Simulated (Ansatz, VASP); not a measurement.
## K3OF: VASP beside Ansatz

```
F O K
1.0
     5.07735    0.00000    0.00000
     0.00000    5.07735    0.00000
     0.00000    0.00000    5.07735
F O K
1 1 3
Cartesian
  0.0000 0.0000 0.0000
  2.5387 2.5387 2.5387
  2.5387 2.5387 0.0000
  2.5387 0.0000 2.5387
  0.0000 2.5387 2.5387
```

Alike in both runs: task single point; functional PBE; k mesh 4 × 4 × 4; no spin polarisation.

```csv
,VASP,Ansatz
version,VASP 6.6.1,Ansatz 0.2.0
potentials or method,"VASP PAW PBE potentials, release 64 (F, O, K_sv)","plane waves, PAW"
plane-wave cutoff (eV),520,420
occupations,"gaussian, width 0.01 eV",fixed
valence electrons in the cell,40,40
```

|  | VASP | Ansatz | Ansatz less VASP |
| --- | --- | --- | --- |
| gap on the k mesh at the Fermi level (eV) | 0.87 | 0.88 | +0.012 |
| pressure (GPa) | 0.7 | 0.7 | -0.07 |
